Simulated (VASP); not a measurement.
Ru4S, 5 atoms in the cell. The cell holds a slab with vacuum, 5 atoms: a = 2.720 Å, b = 2.720 Å, c = 21.866 Å, α = 90.00°, β = 90.00°, γ = 120.00°. 

```yaml
Program: VASP 6.6.1
Task: single point
Functional: PBE
Potentials_or_basis: VASP PAW PBE potentials, release 64 (Ru_pv, S)
Cutoff: 520 eV
k_mesh: 12 × 12 × 1
Occupations: gaussian, width 0.1 eV
Spin: no spin polarisation
Dipole_correction: yes
Further_INCAR_settings: ALGO = Fast; EDIFF = 1e-07; NBANDS = 39
```

Potentials or basis: VASP PAW PBE potentials, release 64 (Ru_pv, S).

Run with:

```sh
$ cat potpaw_PBE.64/Ru_pv/POTCAR potpaw_PBE.64/S/POTCAR > POTCAR
$ mpirun -np 1 vasp_std > vasp.out
```

Hardware: 1 thread of Oxide Virtual Turin-like Processor, with other jobs on the host.

Q: Estimate the wall time of this run.

A: It took 6.1 min on 1 thread of Oxide Virtual Turin-like Processor, on a shared host, peak memory 0.32 GiB. Counts: scf iterations 29, k points 43.
